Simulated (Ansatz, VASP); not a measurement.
Two plane-wave programs on B

```
B
1.0
     2.34611    0.00000    0.00000
     0.00000    2.34611    0.00000
     0.00000    0.00000    1.58579
B
1
Direct
  0.50000 0.50000 0.50000
```

Alike in both runs: task single point; functional PBE-based screened hybrid; k mesh 6 × 6 × 8; occupations fermi-dirac, width 0.05 eV; no spin polarisation.

```csv
,VASP,Ansatz
version,VASP 6.6.1,Ansatz 0.2.0
potentials or method,"VASP PAW PBE potentials, release 64 (B)",Ansatz PAW
plane-wave cutoff (eV),520,420
valence electrons in the cell,3,3
```

VASP gave:

* gap on the k mesh at the Fermi level (eV): none
* pressure (GPa): -1.9
* traceless stress, the component that is largest in VASP (GPa): -7.94

What did Ansatz give for the same quantities?

gap on the k mesh at the Fermi level (eV): none; pressure (GPa): -1.7; traceless stress, the component that is largest in VASP (GPa): -8.11.

VASP's potentials were made for PBE, not for PBE-based screened hybrid. A gap of «none» marks a metal or a gap that the smearing closes. The functional is the same, so the differences come from potentials, cutoffs and numerics.

The k mesh is coarse, so the values compare programs but aren't converged.
